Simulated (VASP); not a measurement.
# CoO (Pm-3m) in VASP: notebook

CoO is run at these levels: PBEsol; tasks: single point.

All numbers are computed with VASP 6.6.1; they aren't measurements. Logs are shortened: lines on timing, memory, paths and dates and some standing lists are left out, and cuts for length are marked.

### 1 The cell of the first run

The structure is cubic, space group Pm-3m (No. 221). Conventional cell: a = 2.558 Å, b = 2.558 Å, c = 2.558 Å, α = 90.00°, β = 90.00°, γ = 90.00°. Co (site symmetry m-3m) has 8 O at 2.22 Å and 6 Co at 2.56 Å within 2.9 Å. Within 2.9 Å of O (site symmetry m-3m) lie 8 Co at 2.22 Å and 6 O at 2.56 Å.

### 2 Single point, PBEsol, collinear spin, ferromagnetic start

INCAR

```
ALGO = Normal ; EDIFF = 1E-7
ENCUT = 520 ; GGA = PS
ISIF = 2 ; ISMEAR = 0
ISPIN = 2 ; LASPH = True
LCHARG = False ; LMAXMIX = 4
LORBIT = 11 ; LREAL = False
LWAVE = False ; MAGMOM = 3 0
NBANDS = 18 ; NELM = 150
PREC = Accurate ; SIGMA = 0.1
```

KPOINTS

```
k-points
0
Gamma
  8 8 8
```

POSCAR

```
CoO
1.0
    2.5580026086      0.0000000000      0.0000000000
    0.0000000000      2.5580026086      0.0000000000
    0.0000000000      0.0000000000      2.5580026086
Co O
1 1
Direct
    0.0000000000      0.0000000000      0.0000000000
    0.5000000000      0.5000000000      0.5000000000
```

Potentials or basis: VASP PAW PBE potentials, release 64 (Co, O).

Started as:

```console
cat potpaw_PBE.64/Co/POTCAR potpaw_PBE.64/O/POTCAR > POTCAR
mpirun -np 1 vasp_std > vasp.out
```

OUTCAR:

```text
EDIFF = 1E-7
   ENCUT = 520
   GGA = PS
   ISIF = 2
   ISMEAR = 0
   ISPIN = 2
   LASPH = True
   LORBIT = 11
   LREAL = False
   NELM = 150
   PREC = Accurate

 ion  position               nearest neighbor table
   1  0.000  0.000  0.000-   2 2.22   2 2.22   2 2.22   2 2.22   2 2.22   2 2.22   2 2.22   2 2.22

   2  0.500  0.500  0.500-   1 2.22   1 2.22   1 2.22   1 2.22   1 2.22   1 2.22   1 2.22   1 2.22

  LATTYP: Found a simple cubic cell.
 ALAT       =     2.5580026086

  Lattice vectors:

 A1 = (   2.5580026086,   0.0000000000,   0.0000000000)
 A2 = (   0.0000000000,   2.5580026086,   0.0000000000)
 A3 = (   0.0000000000,   0.0000000000,   2.5580026086)

Analysis of symmetry for initial positions (statically):
=====================================================================
 Subroutine PRICEL returns:
 Original cell was already a primitive cell.

 Routine SETGRP: Setting up the symmetry group for a
 simple cubic supercell.

 Subroutine GETGRP returns: Found 48 space group operations
 (whereof 48 operations were pure point group operations)
 out of a pool of 48 trial point group operations.

The static configuration has the point symmetry O_h .

Analysis of symmetry for dynamics (positions and initial velocities):
=====================================================================
 Subroutine PRICEL returns:
 Original cell was already a primitive cell.

 Routine SETGRP: Setting up the symmetry group for a
 simple cubic supercell.

 Subroutine GETGRP returns: Found 48 space group operations
 (whereof 48 operations were pure point group operations)
 out of a pool of 48 trial point group operations.

The dynamic configuration has the point symmetry O_h .

Analysis of structural, dynamic, and magnetic symmetry:
=====================================================================
 Subroutine PRICEL returns:
 Original cell was already a primitive cell.

 Routine SETGRP: Setting up the symmetry group for a
 simple cubic supercell.

 Subroutine GETGRP returns: Found 48 space group operations
 (whereof 48 operations were pure point group operations)
 out of a pool of 48 trial point group operations.

The overall configuration has the point symmetry O_h .

 Subroutine INISYM returns: Found 48 space group operations
 (whereof 48 operations are pure point group operations),
 and found     1 'primitive' translations

[... 116 lines left out ...]
  Fermi-wavevector in a.u.,A,eV,Ry     =   1.578353  2.982656 33.894829  2.491200
  Thomas-Fermi vector in A             =   2.678897
   LORBIT       =     11    0 simple, 1 ext, 2 COOP (PROOUT), +10 PAW based schemes
   GGA     = PS    functional components
   LHFCALC =     F    Hartree Fock is set to
   AEXX    =    0.0000 exact exchange contribution
   IVDW    =     0    specifies the selected vdW correction
   LEPSILON=     F    determine dielectric tensor
   LRPA    =     F    only Hartree local field effects (RPA)
 spin polarized calculation
 Gauss-broadening in eV      SIGMA  =   0.10
  energy-cutoff  :      520.00
  volume of cell :       16.74
 maximum number of plane-waves:       468
 NGX is ok and might be reduce to    20
   NGX =  9   NGY =  9   NGZ =  9

 number of electron      15.0000020 magnetization       2.9988679

 Free energy of the ion-electron system (eV)
  ---------------------------------------------------
  ext. energy  EPLUGINS =         0.00000000
  ---------------------------------------------------
  free energy    TOTEN  =       -13.40516357 eV

  energy without entropy =      -13.39446540  energy(sigma->0) =      -13.39981448

 E-fermi :   9.5169     XC(G=0): -13.6287

 val. band max:        9.5054031555   @ k =   0.3750   0.3750   0.2500
 cond. band min:       9.5183258844   @ k =   0.3750   0.1250   0.1250
 fundamental gap:      0.0129227290
 Fermi energy:         9.5168508418

 spin component 1

 k-point     1 :       0.0000    0.0000    0.0000
  band No.  band energies     occupation
      1     -11.4105      1.00000
      2       4.9544      1.00000
      3       4.9544      1.00000
      4       6.4710      1.00000
      5       6.4710      1.00000
      6       6.4710      1.00000
[... 493 lines left out ...]
     17      39.7175      0.00000
     18      40.0013      0.00000

 [... further k-points ...]

 spin component 2

 k-point     1 :       0.0000    0.0000    0.0000
  band No.  band energies     occupation
      1     -10.6975      1.00000
      2       6.8049      1.00000
      3       6.8049      1.00000
      4       7.3294      1.00000
      5       7.3294      1.00000
      6       7.3294      1.00000
[... 493 lines left out ...]
     17      40.1209      0.00000
     18      40.3478      0.00000

 [... further k-points ...]

------------------------ aborting loop because EDIFF is reached ----------------------------------------

  FORCE on cell =-STRESS in cart. coord.  units (eV):
  Direction    XX          YY          ZZ          XY          YZ          ZX
  --------------------------------------------------------------------------------------
  -------------------------------------------------------------------------------------
  Total        0.3906603      0.3906603      0.3906603      0.0000000      0.0000000     -0.0000000
  in kB       37.3944321     37.3944321     37.3944321      0.0000000      0.0000000     -0.0000000
  external PRESSURE =      37.3944321 kB  Pullay stress =       0.0000000 kB

 VOLUME and BASIS-vectors are now :
 -----------------------------------------------------------------------------
  energy-cutoff  :      520.00
  volume of cell :       16.74
      direct lattice vectors                 reciprocal lattice vectors
     2.558002609  0.000000000  0.000000000     0.390930016  0.000000000  0.000000000
     0.000000000  2.558002609  0.000000000     0.000000000  0.390930016  0.000000000
     0.000000000  0.000000000  2.558002609     0.000000000  0.000000000  0.390930016

 POSITION                                       TOTAL-FORCE (eV/Angst)
 -----------------------------------------------------------------------------------
      0.00000      0.00000      0.00000         0.000000      0.000000      0.000000
      1.27900      1.27900      1.27900         0.000000      0.000000      0.000000
 -----------------------------------------------------------------------------------
    total drift:                                0.000000      0.000000      0.000000

  FREE ENERGIE OF THE ION-ELECTRON SYSTEM (eV)
  ---------------------------------------------------
  free  energy   TOTEN  =       -13.4051635674 eV

  energy  without entropy=      -13.3944653998  energy(sigma->0) =      -13.39981448

 total charge

# of ion       s       p       d       tot
------------------------------------------
    1        0.319   0.402   7.210   7.931
    2        1.578   3.355   0.000   4.933
--------------------------------------------------
tot          1.896   3.757   7.210  12.864

 magnetization (x)

# of ion       s       p       d       tot
------------------------------------------
    1       -0.002   0.004   2.475   2.478
    2        0.021   0.442   0.000   0.463
--------------------------------------------------
tot          0.019   0.446   2.475   2.940
```

stdout:

```text
POSCAR found type information on POSCAR CoO
 POSCAR found :  2 types and       2 ions
 scaLAPACK will be used
 -----------------------------------------------------------------------------
|                                                                             |
|                                                                             |
|     You enforced a specific xc type in the INCAR file but a different       |
|     I HOPE YOU KNOW WHAT YOU ARE DOING!                                     |
|                                                                             |
 -----------------------------------------------------------------------------

 LDA part: xc-table for (Slater+PW92), standard interpolation
 POSCAR, INCAR and KPOINTS ok, starting setup
 FFT: planning ... GRIDC
 FFT: planning ... GRID_SOFT
 FFT: planning ... GRID
 WAVECAR not read
 entering main loop
```

Wall time 22 s (1 thread of Intel Xeon 6975P-C (Granite Rapids), shared host); peak memory 0.14 GiB.

What came out:

```yaml
Free_energy: -13.4052 eV
Pressure: 3.7 GPa
Band_gap_on_the_k_mesh: zero (filled and empty bands overlap)
Net_moment: 3.00 μB per cell
Site_moments: Co +2.48; O +0.46 μB
Valence_electrons_inside_the_program's_atomic_spheres: Co 7.93; O 4.93
```

Levels at points of the mesh, in eV from the Fermi level:
Spin up:
| k point | band 5 | band 6 | band 7 | band 8 | band 9 | band 10 | band 11 | band 12 | band 13 | band 14 |
| --- | --- | --- | --- | --- | --- | --- | --- | --- | --- | --- |
| (0.00, 0.00, 0.00) | -3.05 | -3.05 | -2.41 | -2.41 | -2.41 | 1.12 | 15.72 | 15.72 | 20.86 | 20.86 |
| (0.50, 0.00, 0.00) | -4.18 | -2.32 | -1.57 | -0.19 | -0.19 | 6.51 | 8.62 | 16.42 | 18.17 | 18.17 |
| (0.50, 0.50, 0.00) | -3.06 | -3.06 | -3.06 | -2.05 | -1.53 | 6.00 | 11.64 | 11.64 | 17.28 | 25.17 |
| (0.50, 0.50, 0.50) | -1.49 | -1.49 | -0.13 | -0.13 | -0.13 | 6.80 | 6.80 | 6.80 | 15.72 | 22.55 |
Spin down:
| k point | band 2 | band 3 | band 4 | band 5 | band 6 | band 7 | band 8 | band 9 | band 10 | band 11 |
| --- | --- | --- | --- | --- | --- | --- | --- | --- | --- | --- |
| (0.00, 0.00, 0.00) | -2.71 | -2.71 | -2.19 | -2.19 | -2.19 | 0.46 | 0.46 | 0.46 | 1.85 | 16.35 |
| (0.50, 0.00, 0.00) | -8.70 | -3.23 | -3.23 | -2.21 | 0.57 | 0.66 | 1.93 | 1.93 | 7.04 | 9.68 |
| (0.50, 0.50, 0.00) | -6.16 | -6.16 | -2.28 | -1.13 | -0.47 | -0.35 | -0.35 | 0.88 | 7.12 | 12.37 |
| (0.50, 0.50, 0.50) | -6.71 | -6.71 | -6.71 | 0.93 | 0.93 | 2.26 | 2.26 | 2.26 | 7.20 | 7.20 |

Caveat: the PAW data sets were made with another functional, which shifts forces and pressure a little; a cell with one magnetic atom can't hold antiferromagnetic order, which such compounds often take; semilocal functionals often make such compounds metallic where correlation or magnetic order opens a gap, which also shifts bond lengths. With open d or f shells a metallic result of PBEsol can be an artefact of self-interaction; +U or a hybrid may open a gap.

### 3 Single point, PBEsol

This run uses another cell than the first one, of 8.51 Å³/atom, 1.017 times its volume.

INCAR

```
SYSTEM = CoO
ALGO = Normal
EDIFF = 1E-7
ENCUT = 520
GGA = PS
ISIF = 2
ISMEAR = 0
LASPH = .TRUE.
LCHARG = .TRUE.
LELF = .TRUE.
LREAL = .FALSE.
LVHAR = .TRUE.
LWAVE = .FALSE.
NBANDS = 14
NELM = 80
PREC = Accurate
SIGMA = 0.1
```

KPOINTS

```
k-points
0
G
  16 16 16
  0 0 0
```

POSCAR

```
CoO
1.0
    2.5724609762      0.0000000000      0.0000000000
    0.0000000000      2.5724609762      0.0000000000
    0.0000000000      0.0000000000      2.5724609762
Co O
1 1
Direct
    0.0000000000      0.0000000000      0.0000000000
    0.5000000000      0.5000000000      0.5000000000
```

Potentials or basis: VASP PAW PBE potentials, release 64 (Co, O).

Started as:

```console
cat potpaw_PBE.64/Co/POTCAR potpaw_PBE.64/O/POTCAR > POTCAR
mpirun -np 1 vasp_std > vasp.out
```

OUTCAR:

```text
SYSTEM = CoO
   EDIFF = 1E-7
   ENCUT = 520
   GGA = PS
   ISIF = 2
   ISMEAR = 0
   LASPH = .TRUE.
   LREAL = .FALSE.
   NELM = 80
   PREC = Accurate

 ion  position               nearest neighbor table
   1  0.000  0.000  0.000-   2 2.23   2 2.23   2 2.23   2 2.23   2 2.23   2 2.23   2 2.23   2 2.23

   2  0.500  0.500  0.500-   1 2.23   1 2.23   1 2.23   1 2.23   1 2.23   1 2.23   1 2.23   1 2.23

  LATTYP: Found a simple cubic cell.
 ALAT       =     2.5724609762

  Lattice vectors:

 A1 = (   2.5724609762,   0.0000000000,   0.0000000000)
 A2 = (   0.0000000000,   2.5724609762,   0.0000000000)
 A3 = (   0.0000000000,   0.0000000000,   2.5724609762)

Analysis of symmetry for initial positions (statically):
=====================================================================
 Subroutine PRICEL returns:
 Original cell was already a primitive cell.

 Routine SETGRP: Setting up the symmetry group for a
 simple cubic supercell.

 Subroutine GETGRP returns: Found 48 space group operations
 (whereof 48 operations were pure point group operations)
 out of a pool of 48 trial point group operations.

The static configuration has the point symmetry O_h .

Analysis of symmetry for dynamics (positions and initial velocities):
=====================================================================
 Subroutine PRICEL returns:
 Original cell was already a primitive cell.

 Routine SETGRP: Setting up the symmetry group for a
 simple cubic supercell.

 Subroutine GETGRP returns: Found 48 space group operations
 (whereof 48 operations were pure point group operations)
 out of a pool of 48 trial point group operations.

The dynamic configuration has the point symmetry O_h .

 Subroutine INISYM returns: Found 48 space group operations
 (whereof 48 operations are pure point group operations),
 and found     1 'primitive' translations

----------------------------------------------------------------------------------------

                                     Primitive cell

  volume of cell :      17.0234

  direct lattice vectors                    reciprocal lattice vectors
[... 115 lines left out ...]
   IVDW    =     0    specifies the selected vdW correction
   LEPSILON=     F    determine dielectric tensor
   LRPA    =     F    only Hartree local field effects (RPA)
 non-spin polarized calculation
 Gauss-broadening in eV      SIGMA  =   0.10
  energy-cutoff  :      520.00
  volume of cell :       17.02
 maximum number of plane-waves:       480
 NGX is ok and might be reduce to    20
   NGX =  9   NGY =  9   NGZ =  9

 number of electron      15.0000019 magnetization

 Free energy of the ion-electron system (eV)
  ---------------------------------------------------
  ext. energy  EPLUGINS =         0.00000000
  ---------------------------------------------------
  free energy    TOTEN  =       -12.96658120 eV

  energy without entropy =      -12.94519041  energy(sigma->0) =      -12.95588581

 E-fermi :   9.1140     XC(G=0): -13.5663

 val. band max:        9.1052771317   @ k =   0.5000   0.4375   0.3125
 cond. band min:       9.1166874164   @ k =   0.1875   0.0000   0.0000
 fundamental gap:      0.0114102847
 Fermi energy:         9.1140409759

 k-point     1 :       0.0000    0.0000    0.0000
  band No.  band energies     occupation
      1     -11.7000      2.00000
      2       6.0389      2.00000
      3       6.0389      2.00000
      4       6.0389      2.00000
      5       6.0616      2.00000
      6       6.0616      2.00000
      7       8.6762      2.00000
      8       8.6762      2.00000
      9       8.6762      2.00000
     10      10.4649      0.00000
     11      25.1992      0.00000
     12      25.1992      0.00000
     13      30.1569      0.00000
     14      30.1569      0.00000
[... 377 lines left out ...]
      1     -10.2296      2.00000
      2       0.3965      2.00000
      3       4.7142      2.00000
      4       5.2638      2.00000
      5       6.6316      2.00000
      6       8.6455      2.00000
      7       9.0680      1.48476
      8       9.4227      0.00001
      9       9.7819      0.00000
     10      16.6467      0.00000
     11      17.6071      0.00000
     12      25.7918      0.00000
     13      26.1065      0.00000
     14      28.1368      0.00000

 [... further k-points ...]
[... 5 lines left out ...]
  --------------------------------------------------------------------------------------
  -------------------------------------------------------------------------------------
  Total       -1.6761434     -1.6761434     -1.6761434     -0.0000000      0.0000000     -0.0000000
  in kB     -157.7521839   -157.7521839   -157.7521839     -0.0000000      0.0000000     -0.0000000
  external PRESSURE =    -157.7521839 kB  Pullay stress =       0.0000000 kB

 VOLUME and BASIS-vectors are now :
 -----------------------------------------------------------------------------
  energy-cutoff  :      520.00
  volume of cell :       17.02
      direct lattice vectors                 reciprocal lattice vectors
     2.572460976  0.000000000  0.000000000     0.388732816  0.000000000  0.000000000
     0.000000000  2.572460976  0.000000000     0.000000000  0.388732816  0.000000000
     0.000000000  0.000000000  2.572460976     0.000000000  0.000000000  0.388732816

 POSITION                                       TOTAL-FORCE (eV/Angst)
 -----------------------------------------------------------------------------------
      0.00000      0.00000      0.00000         0.000000      0.000000      0.000000
      1.28623      1.28623      1.28623         0.000000      0.000000      0.000000
 -----------------------------------------------------------------------------------
    total drift:                                0.000000      0.000000      0.000000

  FREE ENERGIE OF THE ION-ELECTRON SYSTEM (eV)
  ---------------------------------------------------
  free  energy   TOTEN  =       -12.9665811993 eV

  energy  without entropy=      -12.9451904112  energy(sigma->0) =      -12.95588581
```

stdout:

```text
POSCAR found type information on POSCAR CoO
 POSCAR found :  2 types and       2 ions
 scaLAPACK will be used
 -----------------------------------------------------------------------------
|                                                                             |
|                                                                             |
|     You enforced a specific xc type in the INCAR file but a different       |
|     I HOPE YOU KNOW WHAT YOU ARE DOING!                                     |
|                                                                             |
 -----------------------------------------------------------------------------

 LDA part: xc-table for (Slater+PW92), standard interpolation
 POSCAR, INCAR and KPOINTS ok, starting setup
 FFT: planning ... GRIDC
 FFT: planning ... GRID_SOFT
 FFT: planning ... GRID
 WAVECAR not read
 entering main loop
```

Run time: 27 s. Hardware: 1 thread of Intel Xeon 6975P-C (Granite Rapids), shared host; peak memory 0.15 GiB.

What came out:

```yaml
Free_energy: -12.9666 eV
Pressure: -15.8 GPa
```

Caveat: the PAW data sets were made with another functional, which shifts forces and pressure a little; an odd number of electrons without spin polarisation forces a metal; a magnetic or distorted state may lie lower; the run has no spin polarisation, though such a crystal can be magnetic; semilocal functionals often make such compounds metallic where correlation or magnetic order opens a gap, which also shifts bond lengths. Spin polarisation is off, so any magnetic state and its effect on volume and gap are missing.

### 4 Single point, PBEsol, collinear spin, zero start

This run uses another cell than the first one, of 8.51 Å³/atom, 1.017 times its volume.

INCAR

```
PREC = Accurate ; ENCUT = 520
EDIFF = 1E-6 ; ISMEAR = 0
SIGMA = 0.1 ; LREAL = F
LASPH = T ; NELM = 150
ALGO = Normal ; ISIF = 2
LWAVE = F ; LCHARG = T
ISPIN = 2 ; MAGMOM = 0 0
LORBIT = 11 ; NUPDOWN = 0.0
LMAXMIX = 4 ; GGA = PS
LELF = T ; LVHAR = T
NBANDS = 18
```

KPOINTS

```
regular mesh
0
Gamma
  16 16 16
```

POSCAR is that of step 3.

Started as:

```console
cat potpaw_PBE.64/Co/POTCAR potpaw_PBE.64/O/POTCAR > POTCAR
mpirun -np 1 vasp_std > vasp.out
```

It took 71 s on 1 thread of Intel Xeon 6975P-C (Granite Rapids), shared host; peak memory 0.19 GiB.

The run converged. Its results:

```yaml
Free_energy: -12.9666 eV
Pressure: -15.8 GPa
Net_moment: 0.00 μB per cell
Valence_electrons_inside_the_program's_atomic_spheres: Co 8.00; O 4.85
```

Caveat: the PAW data sets were made with another functional, which shifts forces and pressure a little; the total moment is fixed, so each spin has its own Fermi level.

[end of part 1 of 2]
